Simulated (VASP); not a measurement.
Here is a VASP 6.6.1 calculation.

Contents of INCAR:

```
  PREC = Accurate
  ENCUT = 520
  EDIFF = 1E-6
  ISMEAR = 0
  SIGMA = 0.15
  LREAL = F
  LASPH = T
  NELM = 60
  ALGO = Normal
  ISIF = 2
  LWAVE = F
  LCHARG = F
  GGA = PS
  NBANDS = 37
```

File KPOINTS:

```
regular mesh
0
Gamma
  10 10 10
```

File POSCAR:

```
Ta4C3
1.0
    4.2264981175      0.0000000000      0.0000000000
    0.0000000000      4.2264981175      0.0000000000
    0.0000000000      0.0000000000      4.2264981175
Ta C
4 3
Direct
    0.0000000000      0.5000000000      0.5000000000
    0.5000000000      0.0000000000      0.5000000000
    0.5000000000      0.5000000000      0.0000000000
    0.0000000000      0.0000000000      0.0000000000
    0.5000000000      0.0000000000      0.0000000000
    0.0000000000      0.5000000000      0.0000000000
    0.0000000000      0.0000000000      0.5000000000
```

Potentials or basis: VASP PAW PBE potentials, release 64 (Ta_pv, C).

The run is started by

```sh
$ cat potpaw_PBE.64/Ta_pv/POTCAR potpaw_PBE.64/C/POTCAR > POTCAR
$ mpirun -np 1 vasp_std > vasp.out
```

(1) What does it give for the pressure?

(2) Predict the band gap on the k mesh.

Answers

(1) 50.4 GPa.

(2) zero (bands 28 and 29 overlap by 1.18 eV).

Caveat: the cell differs from its parent crystal (strain -0.040 along x and y, -0.040 along z); the cell stands under pressure; the PAW data sets were made with another functional, which shifts forces and pressure a little; spin-orbit coupling is left out, which moves the levels of the heavy elements.
